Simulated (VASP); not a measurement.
Input of a VASP 6.6.1 run:

INCAR

```
SYSTEM = FeCo
PREC = Accurate
ENCUT = 600
EDIFF = 1E-6
ISMEAR = -1
SIGMA = 0.1
LREAL = .FALSE.
LASPH = .TRUE.
NELM = 200
ALGO = Normal
ISIF = 2
LWAVE = .FALSE.
LCHARG = .FALSE.
ISPIN = 2
MAGMOM = 2.7 1.8
LORBIT = 11
LMAXMIX = 4
GGA = PS
NBANDS = 20
GGA_COMPAT = .FALSE.
```

Contents of KPOINTS:

```
regular mesh
0
G
  14 14 14
  0 0 0
```

File POSCAR:

```
FeCo
1.0
    2.8006688116      0.0000000000      0.0000000000
    0.0000000000      2.8006688116      0.0000000000
    0.0000000000      0.0000000000      2.8006688116
Fe Co
1 1
Direct
    0.5000000000      0.5000000000      0.5000000000
    0.0000000000      0.0000000000      0.0000000000
```

Potentials or basis: VASP PAW PBE potentials, release 64 (Fe, Co).

Launch:

```bash
$ cat potpaw_PBE.64/Fe/POTCAR potpaw_PBE.64/Co/POTCAR > POTCAR
$ mpirun -np 1 vasp_std > vasp.out
```

Question: Estimate the pressure.

Answer: -0.4 GPa.

Question: Estimate the site moments.

Answer: Fe +2.69; Co +1.73 μB.

Question: Predict the net moment.

Answer: 4.43 μB per cell.

Caveat: the PAW data sets were made with another functional, which shifts forces and pressure a little.
